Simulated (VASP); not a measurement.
# P (P6_3/mmc) in VASP: notebook

The runs below take P through single point, with PBEsol.

Everything below comes from runs of VASP 6.6.1. Logs are shortened: lines on timing, memory, paths and dates and some standing lists are left out, and cuts for length are marked.

## (1) The cell of the first run

The structure is hexagonal, space group P6_3/mmc (No. 194). Conventional cell: a = 2.671 Å, b = 2.671 Å, c = 4.537 Å, α = 90.00°, β = 90.00°, γ = 120.00°. Within 3.5 Å of P (site symmetry -6m2) lie 12 P at 2.67 to 2.74 Å.

This isn't the form of P at room conditions, which is orthorhombic.

## (2) Single point, PBEsol

INCAR

```
SYSTEM = P
PREC = Accurate ; ENCUT = 500
EDIFF = 1E-6 ; ISMEAR = 0
SIGMA = 0.1 ; LREAL = .False.
LASPH = .True. ; NELM = 120
ALGO = Normal ; ISIF = 2
LWAVE = .False. ; LCHARG = .True.
GGA = PS ; LELF = .True.
LVHAR = .True. ; NBANDS = 12
GGA_COMPAT = .False.
```

KPOINTS

```
regular mesh
0
Gamma
  6 6 4
  0 0 0
```

POSCAR

```
P
1.0
    2.6708409895      0.0000000000      0.0000000000
   -1.3354204948      2.3130161464      0.0000000000
    0.0000000000      0.0000000000      4.5374188486
P
2
Direct
    0.3333333333      0.6666666667      0.2500000000
    0.6666666667      0.3333333333      0.7500000000
```

Potentials or basis: VASP PAW PBE potentials, release 64 (P).

Command:

```console
cat potpaw_PBE.64/P/POTCAR > POTCAR
mpirun -np 1 vasp_std > vasp.out
```

OUTCAR:

```text
SYSTEM = P
   PREC = Accurate
   ENCUT = 500
   EDIFF = 1E-6
   ISMEAR = 0
   LREAL = .False.
   LASPH = .True.
   NELM = 120
   ISIF = 2
   GGA = PS

 ion  position               nearest neighbor table
   1  0.333  0.667  0.250-   2 2.74   2 2.74   2 2.74   2 2.74   2 2.74   2 2.74
   2  0.667  0.333  0.750-   1 2.74   1 2.74   1 2.74   1 2.74   1 2.74   1 2.74

  LATTYP: Found a hexagonal cell.
 ALAT       =     2.6708409895
 C/A-ratio  =     1.6988727021

  Lattice vectors:

 A1 = (   2.6708409895,   0.0000000000,   0.0000000000)
 A2 = (  -1.3354204948,   2.3130161464,   0.0000000000)
 A3 = (   0.0000000000,   0.0000000000,   4.5374188486)

Analysis of symmetry for initial positions (statically):
=====================================================================
 Subroutine PRICEL returns:
 Original cell was already a primitive cell.

 Routine SETGRP: Setting up the symmetry group for a
 hexagonal supercell.

 Subroutine GETGRP returns: Found 24 space group operations
 (whereof 12 operations were pure point group operations)
 out of a pool of 24 trial point group operations.

The static configuration has the point symmetry D_3d.
 The point group associated with its full space group is D_6h.

Analysis of symmetry for dynamics (positions and initial velocities):
=====================================================================
 Subroutine PRICEL returns:
 Original cell was already a primitive cell.

 Routine SETGRP: Setting up the symmetry group for a
 hexagonal supercell.

 Subroutine GETGRP returns: Found 24 space group operations
 (whereof 12 operations were pure point group operations)
 out of a pool of 24 trial point group operations.

The dynamic configuration has the point symmetry D_3d.
 The point group associated with its full space group is D_6h.

 Subroutine INISYM returns: Found 24 space group operations
 (whereof 12 operations are pure point group operations),
 and found     1 'primitive' translations

----------------------------------------------------------------------------------------

                                     Primitive cell

  volume of cell :      28.0308

  direct lattice vectors                    reciprocal lattice vectors
     2.670840989  0.000000000  0.000000000     0.374413903  0.216167968  0.000000000
    -1.335420495  2.313016146  0.000000000     0.000000000  0.432335936  0.000000000
     0.000000000  0.000000000  4.537418849     0.000000000  0.000000000  0.220389617

  length of vectors
     2.670840989  2.670840990  4.537418849     0.432335936  0.432335936  0.220389617

  position of ions in fractional coordinates (direct lattice)
     0.333333333  0.666666667  0.250000000
     0.666666667  0.333333333  0.750000000

  ion indices of the primitive-cell ions
   primitive index   ion index
                 1           1
                 2           2

----------------------------------------------------------------------------------------

 KPOINTS: regular mesh

Automatic generation of k-mesh.
 Grid dimensions read from file:
 generate k-points for:    6    6    4

 Generating k-lattice:

  Cartesian coordinates                     Fractional coordinates (reciprocal lattice)
     0.062402317  0.036027995  0.000000000     0.166666667  0.000000000  0.000000000
     0.000000000  0.072055989  0.000000000     0.000000000  0.166666667  0.000000000
     0.000000000  0.000000000  0.055097404     0.000000000  0.000000000  0.250000000

  Length of vectors
     0.072055989  0.072055989  0.055097404

  Shift w.r.t. Gamma in fractional coordinates (k-lattice)
     0.000000000  0.000000000  0.000000000

 Subroutine IBZKPT returns following result:
 ===========================================

 Found     21 irreducible k-points:

 Following reciprocal coordinates:
            Coordinates               Weight
  0.000000  0.000000  0.000000      1.000000
  0.166667  0.000000  0.000000      6.000000
  0.333333  0.000000  0.000000      6.000000
  0.500000  0.000000  0.000000      3.000000
  0.166667  0.166667  0.000000      6.000000
  0.333333  0.166667  0.000000     12.000000
[... 13 lines left out ...]
  0.333333  0.166667  0.500000     12.000000
  0.333333  0.333333  0.500000      2.000000
   k-points           NKPTS =     21   k-points in BZ     NKDIM =     21   number of bands    NBANDS=     12
   number of dos      NEDOS =    301   number of ions     NIONS =      2
   total plane-waves  NPLWV =  14400
   dimension x,y,z NGX =    20 NGY =   20 NGZ =   36
   dimension x,y,z NGXF=    40 NGYF=   40 NGZF=   72
   ions per type =               2
   NGX,Y,Z   is equivalent  to a cutoff of  12.45, 12.45, 13.19 a.u.
   NGXF,Y,Z  is equivalent  to a cutoff of  24.90, 24.90, 26.38 a.u.
 SYSTEM =  P
   PREC   = accura    normal or accurate (medium, high low for compatibility)
   ISTART =      0    job   : 0-new  1-cont  2-samecut
   ICHARG =      2    charge: 1-file 2-atom 10-const
   ISPIN  =      1    spin polarized calculation?
   LNONCOLLINEAR =      F non collinear calculations
   LSORBIT =      F    spin-orbit coupling
   LASPH  =      T    aspherical Exc in radial PAW
   ENCUT  =  500.0 eV  36.75 Ry    6.06 a.u.   4.87  4.87  8.27*2*pi/ulx,y,z
   NELM   =    120;   NELMIN=  2; NELMDL= -5     # of ELM steps
   EDIFF  = 0.1E-05   stopping-criterion for ELM
   LREAL  =      F    real-space projection
   EDIFFG = 0.1E-04   stopping-criterion for IOM
   NSW    =      0    number of steps for IOM
   IBRION =     -1    ionic relax: 0-MD 1-quasi-New 2-CG
   NFREE  =      0    steps in history (QN), initial steepest desc. (CG)
   ISIF   =      2    stress and relaxation
   ISYM   =      2    0-nonsym 1-usesym 2-fastsym
   POTIM  = 0.5000    time-step for ionic-motion
   TEBEG  =    0.0;   TEEND  =   0.0 temperature during run
   PSTRESS=    0.0 pullay stress
   NELECT =      10.0000    total number of electrons
   NUPDOWN=      -1.0000    fix difference up-down
   EMIN   =  10.00;   EMAX   =-10.00  energy-range for DOS
   EFERMI =   0.00;   METHOD = LEGACY
   ISMEAR =     0;   SIGMA  =   0.10  broadening in eV -4-tet -1-fermi 0-gaus
   EFERMI_NEDOS =   21; number of points for ismear=-14 and -15
   IALGO  =     38    algorithm
   IMIX   =      4    mixing-type and parameters
     AMIX     =   0.40;   BMIX     =  1.00
     AMIX_MAG =   1.60;   BMIX_MAG =  1.00
  volume/ion in A,a.u.               =      14.02        94.58
  Fermi-wavevector in a.u.,A,eV,Ry     =   1.161082  2.194127 18.342176  1.348112
  Thomas-Fermi vector in A             =   2.297658
   LORBIT       =      0    0 simple, 1 ext, 2 COOP (PROOUT), +10 PAW based schemes
   GGA     = PS    functional components
   LHFCALC =     F    Hartree Fock is set to
   AEXX    =    0.0000 exact exchange contribution
   IVDW    =     0    specifies the selected vdW correction
   LEPSILON=     F    determine dielectric tensor
   LRPA    =     F    only Hartree local field effects (RPA)
 non-spin polarized calculation
 Gauss-broadening in eV      SIGMA  =   0.10
  energy-cutoff  :      500.00
  volume of cell :       28.03
 maximum number of plane-waves:       726
 NGX is ok and might be reduce to    20
   NGX =  9   NGY =  9   NGZ = 17

 number of electron      10.0000000 magnetization

 number of electron       9.9999999 magnetization

 Free energy of the ion-electron system (eV)
  ---------------------------------------------------
  ext. energy  EPLUGINS =         0.00000000
  ---------------------------------------------------
  free energy    TOTEN  =       -10.32593872 eV

  energy without entropy =      -10.32100375  energy(sigma->0) =      -10.32347124

 E-fermi :  10.1616     XC(G=0): -11.7037

 val. band max:       10.1059083470   @ k =   0.3333   0.0000   0.0000
 cond. band min:      10.2233237417   @ k =   0.1667   0.1667   0.5000
 fundamental gap:      0.1174153947
 Fermi energy:        10.1615508466

 k-point     1 :       0.0000    0.0000    0.0000
  band No.  band energies     occupation
      1      -6.4611      2.00000
      2      -0.8880      2.00000
      3       1.8020      2.00000
      4      15.7610      0.00000
      5      15.7610      0.00000
      6      16.7559      0.00000
      7      17.4571      0.00000
      8      17.4571      0.00000
      9      20.7705      0.00000
     10      21.5057      0.00000
     11      22.3013      0.00000
     12      22.3013      0.00000

 k-point     2 :       0.1667    0.0000    0.0000
  band No.  band energies     occupation
      1      -5.7308      2.00000
      2      -0.1833      2.00000
      3       2.4985      2.00000
      4      11.0984      0.00000
      5      13.8637      0.00000
      6      14.9216      0.00000
      7      16.2247      0.00000
      8      17.1975      0.00000
      9      18.6301      0.00000
     10      21.8883      0.00000
     11      22.2240      0.00000
     12      23.1913      0.00000

 k-point     3 :       0.3333    0.0000    0.0000
  band No.  band energies     occupation
      1      -3.5688      2.00000
      2       1.8150      2.00000
      3       4.5446      2.00000
      4       5.3088      2.00000
      5      10.1059      1.56866
      6      12.0665      0.00000
      7      12.7688      0.00000
      8      15.8715      0.00000
      9      15.9776      0.00000
     10      20.1628      0.00000
     11      21.4103      0.00000
     12      21.8951      0.00000

 k-point     4 :       0.5000    0.0000    0.0000
  band No.  band energies     occupation
      1      -0.6227      2.00000
      2       0.6797      2.00000
      3       5.2287      2.00000
      4       5.9646      2.00000
      5       7.0300      2.00000
      6       9.2659      2.00000
      7      11.4389      0.00000
      8      15.1711      0.00000
      9      15.3357      0.00000
     10      20.1392      0.00000
     11      20.8612      0.00000
     12      21.2118      0.00000

 k-point     5 :       0.1667    0.1667    0.0000
  band No.  band energies     occupation
      1      -4.2827      2.00000
      2       1.1893      2.00000
      3       3.8741      2.00000
      4       8.0348      2.00000
      5       9.2170      2.00000
      6      13.1000      0.00000
      7      13.7058      0.00000
      8      14.4170      0.00000
      9      18.9285      0.00000
     10      20.9731      0.00000
     11      21.8607      0.00000
     12      21.8827      0.00000
[... 183 lines left out ...]
      1       0.8432      2.00000
      2       0.8432      2.00000
      3       2.6661      2.00000
      4       2.6661      2.00000
      5      12.7377      0.00000
      6      12.7377      0.00000
      7      12.8266      0.00000
      8      12.8266      0.00000
      9      16.8711      0.00000
     10      16.8711      0.00000
     11      17.9500      0.00000
     12      17.9500      0.00000

 k-point    19 :       0.1667    0.1667    0.5000
  band No.  band energies     occupation
      1      -2.6227      2.00000
      2      -2.6227      2.00000
      3       9.2155      2.00000
      4       9.2155      2.00000
      5      10.2233      0.38234
      6      10.2233      0.38234
      7      11.6269      0.00000
      8      11.6269      0.00000
      9      20.9779      0.00000
     10      20.9779      0.00000
     11      23.1533      0.00000
     12      23.1533      0.00000

 k-point    20 :       0.3333    0.1667    0.5000
  band No.  band energies     occupation
      1       0.1241      2.00000
      2       0.1241      2.00000
      3       4.6765      2.00000
      4       4.6765      2.00000
      5       8.9271      2.00000
      6       8.9271      2.00000
      7      12.9720      0.00000
      8      12.9720      0.00000
      9      18.6438      0.00000
     10      18.6438      0.00000
     11      21.8381      0.00000
     12      21.8381      0.00000

 k-point    21 :       0.3333    0.3333    0.5000
  band No.  band energies     occupation
      1       2.3523      2.00000
      2       2.3523      2.00000
      3       4.1956      2.00000
      4       4.1956      2.00000
      5       5.3036      2.00000
      6       5.3036      2.00000
      7      14.0333      0.00000
      8      14.0333      0.00000
      9      19.1157      0.00000
     10      19.1157      0.00000
     11      19.9833      0.00000
     12      19.9833      0.00000

------------------------ aborting loop because EDIFF is reached ----------------------------------------

  FORCE on cell =-STRESS in cart. coord.  units (eV):
  Direction    XX          YY          ZZ          XY          YZ          ZX
  --------------------------------------------------------------------------------------
  -------------------------------------------------------------------------------------
  Total       -0.0006429     -0.0006429      0.0388315      0.0000000     -0.0000000      0.0000000
  in kB       -0.0367461     -0.0367461      2.2195187      0.0000000     -0.0000000      0.0000000
  external PRESSURE =       0.7153422 kB  Pullay stress =       0.0000000 kB

 VOLUME and BASIS-vectors are now :
 -----------------------------------------------------------------------------
  energy-cutoff  :      500.00
  volume of cell :       28.03
      direct lattice vectors                 reciprocal lattice vectors
     2.670840989  0.000000000  0.000000000     0.374413903  0.216167968  0.000000000
    -1.335420495  2.313016146  0.000000000     0.000000000  0.432335936  0.000000000
     0.000000000  0.000000000  4.537418849     0.000000000  0.000000000  0.220389617

 POSITION                                       TOTAL-FORCE (eV/Angst)
 -----------------------------------------------------------------------------------
     -0.00000      1.54201      1.13435         0.000000      0.000000      0.000000
      1.33542      0.77101      3.40306        -0.000000     -0.000000      0.000000
 -----------------------------------------------------------------------------------
    total drift:                               -0.000000      0.000000      0.000000

  FREE ENERGIE OF THE ION-ELECTRON SYSTEM (eV)
  ---------------------------------------------------
  free  energy   TOTEN  =       -10.3259387248 eV

  energy  without entropy=      -10.3210037465  energy(sigma->0) =      -10.32347124
```

Run time: 10 s. Hardware: 1 thread of AMD EPYC 7R43 (Zen 3), shared host; peak memory 0.1 GiB.

Results:

```
Free energy            : -10.3259 eV
Pressure               : 0.1 GPa
Band gap on the k mesh : zero (bands 5 and 6 overlap by 11.39 eV)
```

Stress tensor (GPa, compression positive):
```
0.00 0.00 0.00
0.00 0.00 0.00
0.00 0.00 0.22
```

Levels at points of the mesh, in eV from the Fermi level:
```
           k point  band 3  band 4  band 5  band 6  band 7  band 8
(0.00, 0.00, 0.00)   -8.36    5.60    5.60    6.59    7.30    7.30
(0.50, 0.00, 0.00)   -4.93   -4.20   -3.13   -0.90    1.28    5.01
(0.00, 0.00, 0.50)   -1.45   -1.45    6.53    6.53    6.53    6.53
(0.50, 0.00, 0.50)   -7.50   -7.50    2.58    2.58    2.67    2.67
```

Caveat: the k points lie up to 0.45 Å⁻¹ apart, too coarse for converged energies and pressures of a metal; the PAW data sets were made with another functional, which shifts forces and pressure a little.

(Continued in part 2 of 2.)
